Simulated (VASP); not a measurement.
Set up this calculation in VASP 6.6.1, as the native input.

- Task: single point
- Functional: LDA
- Potentials or basis: VASP PAW LDA potentials, release 64 (K_sv)
- Cutoff: 520 eV
- k mesh: 9 × 9 × 5
- Occupations: fermi-dirac, width 0.1 eV
- Spin: no spin polarisation
- Dipole correction: no
- Further INCAR settings: ALGO = Normal; EDIFF = 1e-06; NBANDS = 16

The structure of K lies in POSCAR:

```
K
1.0
    4.5097235529      0.0000000000      0.0000000000
   -2.2548617764      3.9055351608      0.0000000000
    0.0000000000      0.0000000000      7.3432115612
K
2
Direct
    0.3333333333      0.6666666667      0.2500000000
    0.6666666667      0.3333333333      0.7500000000
```

One way to write it, as run:

INCAR

```
SYSTEM = K
  PREC = Accurate
  ENCUT = 520
  EDIFF = 1E-6
  ISMEAR = -1
  SIGMA = 0.1
  LREAL = .FALSE.
  LASPH = .TRUE.
  NELM = 80
  ALGO = Normal
  ISIF = 2
  LWAVE = .FALSE.
  LCHARG = .TRUE.
  GGA = CA
  LELF = .TRUE.
  LVHAR = .TRUE.
  NBANDS = 16
```

KPOINTS

```
Automatic mesh
0
G
  9 9 5
  0 0 0
```

Potentials or basis: VASP PAW LDA potentials, release 64 (K_sv).

Command:

```sh
$ cat potpaw_LDA.64/K_sv/POTCAR > POTCAR
$ mpirun -np 1 vasp_std > vasp.out
```

Results of the run:

| Property | Result |
| --- | --- |
| Pressure | 0.0 GPa |
| Band gap on the k mesh | zero (band 9 reaches 1.08 eV, above the bottom of band 10 at -1.25 eV) |

Wall time 44 s on 1 thread of Intel(R) Xeon(R) Platinum 8259CL CPU @ 2.50GHz (Skylake/Cascade Lake), on a shared host, peak memory 0.22 GiB.
